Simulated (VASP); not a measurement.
## In4P5: single point with r2SCAN

System: In4P5, a slab with vacuum.

```xyz
9
Lattice="4.1565 0.0000 0.0000 0.0000 4.1565 0.0000 0.0000 0.0000 26.7564" Properties=species:S:1:pos:R:3 pbc="T T T"
P     0.0000    2.0783    7.5000
P     2.0783    0.0000   10.4391
P     0.0000    2.0783   13.3782
P     2.0783    0.0000   16.3173
P     0.0000    2.0783   19.2564
In    2.0783    2.0783    8.9695
In    0.0000    0.0000   11.9086
In    2.0783    2.0783   14.8477
In    0.0000    0.0000   17.7868
```

* Program: VASP 6.6.1
* Task: single point
* Functional: r2SCAN
* Potentials or basis: VASP PAW PBE potentials, release 64 (P, In_d)
* Cutoff: 520 eV
* k mesh: 8 × 8 × 1
* Occupations: gaussian, width 0.05 eV
* Spin: no spin polarisation

- Largest force: 0.397 eV/Å
- Band gap on the k mesh: zero (an odd number of electrons rules out a gap without spin polarisation)

Forces on the atoms (eV/Å):
```
P    0.000  0.000  0.072
P    0.000  0.000  0.325
P    0.000  0.000  0.000
P    0.000  0.000 -0.325
P    0.000  0.000 -0.072
In   0.000  0.000 -0.397
In   0.000  0.000 -0.150
In   0.000  0.000  0.150
In   0.000  0.000  0.397
```

Levels at points of the mesh, in eV from the Fermi level:
```
           k point  band 37  band 38  band 39  band 40  band 41  band 42
(0.00, 0.00, 0.00)     0.02     0.28     0.90     0.90     2.22     2.40
(0.50, 0.00, 0.00)    -0.40    -0.30    -0.11     1.05     2.62     2.64
(0.50, 0.50, 0.00)    -0.75    -0.67    -0.52    -0.52     2.75     2.98
```

Wall time 42 min on 1 thread of Intel Xeon 8259CL, with other jobs on the host, peak memory 0.68 GiB.

Caveat: the PAW data sets were made with another functional, which shifts forces and pressure a little; spin-orbit coupling is left out, which moves the levels of the heavy elements; an odd number of electrons without spin polarisation forces a metal; a magnetic or distorted state may lie lower.
